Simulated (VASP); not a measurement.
Pd, 1 atom in the cell. The structure is cubic, space group Pm-3m (No. 221). Conventional cell: a = 2.688 Å, b = 2.688 Å, c = 2.688 Å, α = 90.00°, β = 90.00°, γ = 90.00°. Within 3.5 Å of Pd (site symmetry m-3m) lie 6 Pd at 2.69 Å.  This cell differs from its parent crystal: volume scaled by 1.12.

* Program: VASP 6.6.1
* Task: single point
* Functional: r2SCAN
* Potentials or basis: VASP PAW PBE potentials, release 64 (Pd)
* Cutoff: 520 eV
* k mesh: 14 × 14 × 14
* Occupations: fermi-dirac, width 0.1 eV
* Spin: no spin polarisation
* Dipole correction: no
* Further INCAR settings: ALGO = Normal; EDIFF = 1e-07; NBANDS = 11

Potentials or basis: VASP PAW PBE potentials, release 64 (Pd).

Command:

```console
$ cat potpaw_PBE.64/Pd/POTCAR > POTCAR
$ cp INCAR.step1 INCAR
$ mpirun -np 1 vasp_std > vasp.out
$ cp INCAR.step2 INCAR
$ mpirun -np 1 vasp_std > vasp.out
```

Hardware: 1 thread of Intel(R) Xeon(R) Platinum 8488C (Sapphire Rapids), with other jobs on the host.

Q: How long does it take, and how much memory?

A: Wall time 41 s on 1 thread of Intel(R) Xeon(R) Platinum 8488C (Sapphire Rapids), with other jobs on the host, peak memory 0.15 GiB. Counts: k points 120.
